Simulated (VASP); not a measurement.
Sb:

```
Sb
1.0
     0.00000    2.41014    2.41014
     2.41014    0.00000    2.41014
     2.41014    2.41014    0.00000
Sb
1
Cartesian
  0.0000 0.0000 0.0000
```

```yaml
Program: VASP 6.6.1
Task: relaxation of cell and atoms
Functional: PBE
Potentials_or_basis: VASP PAW PBE potentials, release 64 (Sb)
Cutoff: 500 eV
k_mesh: 15 × 15 × 15
Occupations: fermi-dirac, width 0.08 eV
Spin: no spin polarisation
```

At the start: pressure -1.2 GPa; volume 28.00 Å³/atom.

**Question.** How do energy, volume and symmetry change on relaxing?

**Answer.** Over 3 steps the energy falls by 2.1 meV/atom and the volume is 27.44 Å³/atom (-2.0 %); space group Fm-3m (No. 225, to 0.05 Å).

Step by step:
```
step  energy change (eV)  largest force (eV/Å)  pressure (GPa)  volume (Å³)
   1              0.0000                0.0000           -1.15        28.00
   2             -0.0016                0.0000            0.56        27.19
   3             -0.0021                0.0000            0.00        27.44
```

Final structure:
```
CELL_PARAMETERS angstrom
0.00000 2.39398 2.39398
2.39398 0.00000 2.39398
2.39398 2.39398 0.00000
ATOMIC_POSITIONS crystal
Sb 0.00000 0.00000 0.00000
```
